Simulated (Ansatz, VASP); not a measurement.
# Two plane-wave programs on AlHCl4

```
CELL_PARAMETERS angstrom
4.48426 0.00000 0.00000
0.00000 4.48426 0.00000
0.00000 0.00000 6.47292
ATOMIC_POSITIONS crystal
Al 0.50000 0.50000 0.00000
H 0.00000 0.00000 0.50000
Cl 0.50000 0.00000 0.26574
Cl 0.50000 0.00000 0.73426
Cl 0.00000 0.50000 0.73426
Cl 0.00000 0.50000 0.26574
```

Change from the starting cell: species swapped into the CaSnF4 type (P4/mmm, No. 123).

Alike in both runs: task relaxation of cell and atoms; functional PBE; k mesh 4 × 4 × 4; occupations gaussian, width 0.1 eV; no spin polarisation.

|  | VASP | Ansatz |
| --- | --- | --- |
| version | VASP 6.6.1 | Ansatz 0.2.0 |
| potentials or method | VASP PAW PBE potentials, release 64 (Al, H, Cl), cutoff 600 eV | scalar-relativistic, plane waves, PAW |
| valence electrons in the cell | 32 | 32 |

```tsv
	VASP	Ansatz	Ansatz less VASP
gap on the k mesh at the Fermi level, each at its own relaxed structure (eV)	none	none	-
relaxed volume (Å³/atom)	19.12	19.19	+0.066
relaxed length of the cell vector where the two differ most in proportion (Å)	4.279	4.287	+0.0086
```

A gap of «none» marks a metal or a gap that the smearing closes.
